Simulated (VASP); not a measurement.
A run of VASP 6.6.1:

Contents of INCAR:

```
SYSTEM = CuPt6
ALGO = Normal
EDIFF = 1E-6
EDIFFG = -0.01
ENCUT = 600
GGA = PE
IBRION = 2
ISIF = 3
ISMEAR = 0
LASPH = .TRUE.
LCHARG = .FALSE.
LREAL = .FALSE.
LWAVE = .FALSE.
NELM = 100
NSW = 100
PREC = Accurate
SIGMA = 0.1
```

Contents of KPOINTS:

```
k-points
0
G
  6 6 6
  0 0 0
```

The input POSCAR:

```
CuPt6
1.0
    6.9866158697      0.0000000000      0.0000000000
    0.0000000000      6.9866158697      0.0000000000
    0.0000000000      0.0000000000      6.9866158697
Cu Pt
1 6
Direct
    0.5000000000      0.5000000000      0.5000000000
    0.1733733942      0.5000000000      0.5000000000
    0.8266266058      0.5000000000      0.5000000000
    0.5000000000      0.1733733942      0.5000000000
    0.5000000000      0.8266266058      0.5000000000
    0.5000000000      0.5000000000      0.1733733942
    0.5000000000      0.5000000000      0.8266266058
```

Potentials or basis: VASP PAW PBE potentials, release 64 (Cu, Pt).

Launch:

```sh
$ cat potpaw_PBE.64/Cu/POTCAR potpaw_PBE.64/Pt/POTCAR > POTCAR
$ mpirun -np 1 vasp_std > vasp.out
```

Hardware: 1 thread of Intel(R) Xeon(R) Platinum 8259CL CPU @ 2.50GHz (Skylake/Cascade Lake), on a shared host.

Q: Estimate the wall time of this run.

A: Run time: 18 min on 1 thread of Intel(R) Xeon(R) Platinum 8259CL CPU @ 2.50GHz (Skylake/Cascade Lake), with other jobs on the host, peak memory 0.65 GiB. Counts: scf iterations 37, k points 20, ion steps 3.
